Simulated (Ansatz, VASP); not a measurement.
# One calculation of Br, two programs

```
Br
1.0
     0.00000    1.81018    1.81018
     1.81018    0.00000    1.81018
     1.81018    1.81018    0.00000
Br
1
Direct
  0.00000 0.00000 0.00000
```

Change from the starting cell: volume scaled by 0.45, crystal datasets.

Alike in both runs: task single point; functional PBE; k mesh 14 × 14 × 14; occupations fermi-dirac, width 0.05 eV; no spin polarisation.

|  | VASP | Ansatz |
| --- | --- | --- |
| version | VASP 6.6.1 | Ansatz 0.2.0 |
| potentials or method | VASP PAW PBE potentials, release 64 (Br), cutoff 500 eV | all-electron PAW with datasets made for the crystal, scalar-relativistic |

VASP gave:

| Quantity | Value |
| --- | --- |
| pressure (GPa) | 163.3 |

Question: Which values does Ansatz return?

Answer: Pressure (GPa): 162.6.

Both programs put the cell under a high pressure, so it lies far from rest at this level. Ansatz ran all-electron here, and VASP with PAW potentials.

Noted on VASP's run: the cell as given lies far from equilibrium.
